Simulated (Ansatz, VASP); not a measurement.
**One calculation of MoS2, two programs**

```
Mo S
1.0
     3.08771    0.00000    0.00000
    -1.54385    2.67403    0.00000
     0.00000    0.00000   12.00786
Mo S
2 4
Direct
  0.33333 0.66667 0.25000
  0.66667 0.33333 0.75000
  0.33333 0.66667 0.62300
  0.66667 0.33333 0.12300
  0.33333 0.66667 0.87700
  0.66667 0.33333 0.37700
```

Alike in both runs: task single point; functional PBE; k mesh 8 × 8 × 2; occupations fermi-dirac, width 0.1 eV; no spin polarisation.

|  | VASP | Ansatz |
| --- | --- | --- |
| version | VASP 6.6.1 | Ansatz 0.2.0 |
| potentials or method | VASP PAW PBE potentials, release 64 (Mo_sv, S), cutoff 520 eV | plane waves, PAW |
| valence electrons in the cell | 52 | 52 |

```tsv
	VASP	Ansatz	Ansatz less VASP
pressure (GPa)	15.8	16.0	+0.18
traceless stress, the component that is largest in VASP (GPa)	1.23	1.29	+0.061
```

Ansatz's warnings: structure snapped to symmetry.
